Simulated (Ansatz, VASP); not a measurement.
**HfN: VASP beside Ansatz**

The input INCAR:

```
SYSTEM = HfN
PREC     = Accurate       ! precision mode
ENCUT    = 520            ! plane-wave cutoff, eV
EDIFF    = 1E-7           ! SCF threshold, eV
ISMEAR   = 0              ! smearing method
SIGMA    = 0.15           ! smearing width, eV
LREAL    = .False.        ! projectors in reciprocal space
LASPH    = .True.         ! aspherical terms in the spheres
NELM     = 80             ! most SCF steps
ALGO     = Normal         ! electronic algorithm
ISIF     = 2              ! what is computed and relaxed
LWAVE    = .False.        ! write WAVECAR
LCHARG   = .True.         ! write CHGCAR
GGA      = PE             ! functional
LELF     = .True.         ! ELF
LVHAR    = .True.       
NBANDS   = 14             ! bands
```

The input KPOINTS:

```
Automatic mesh
0
Gamma
  18 18 18
  0 0 0
```

The input POSCAR:

```
HfN
1.0
    0.0000000000      2.2590000000      2.2590000000
    2.2590000000      0.0000000000      2.2590000000
    2.2590000000      2.2590000000      0.0000000000
Hf N
1 1
Direct
    0.0000000000      0.0000000000      0.0000000000
    0.4647855189      0.5000000000      0.5000000000
```

Input for Ansatz:

```yaml
crystal:
  lattice:
    - [0.0, 2.259, 2.259]
    - [2.259, 0.0, 2.259]
    - [2.259, 2.259, 0.0]
  atoms:
    - { symbol: Hf, position: [0.0, 0.0, 0.0] }
    - { symbol: "N", position: [0.4647855189, 0.5, 0.5] }
basis:
  ecutwfc: 420
kpoints:
  mp_grid: { grid: [18, 18, 18] }
hamiltonian:
  xc: pbe
scf:
  occupations: { method: gaussian, width: 0.15 }
output:
  forces: true
  stress: true
  eigenvalues: true
```

Change from the starting cell: all N atoms moved +0.113 Å, as atom 2 towards its neighbour atom 2 (N) at 3.195 Å.

Alike in both runs: task single point; functional PBE; k mesh 18 × 18 × 18; occupations gaussian, width 0.15 eV; no spin polarisation.

```csv
,VASP,Ansatz
version,VASP 6.6.1,Ansatz 0.2.0
potentials or method,"VASP PAW PBE potentials, release 64 (Hf_pv, N), cutoff 520 eV","scalar-relativistic, plane waves, PAW"
valence electrons in the cell,15,31
```

|  | VASP | Ansatz | Ansatz less VASP |
| --- | --- | --- | --- |
| gap on the k mesh at the Fermi level (eV) | none | none | - |
| pressure (GPa) | 4.8 | 7.1 | +2.34 |
| traceless stress, the component that is largest in VASP (GPa) | -1.59 | -1.59 | -0.006 |
| rms of the force components (eV/Å) | 0.760 | 0.760 | +0.0005 |

Atom by atom the forces differ by 0.000 eV/Å (rms over components). A gap of «none» marks a metal or a gap that the smearing closes. With one functional, cell and mesh, what is left measures potentials, basis and numerics. VASP's potentials hold 15 valence electrons a cell and Ansatz's 31, so a difference there can come from the potentials and not from the codes.

Spin-orbit coupling is off throughout.
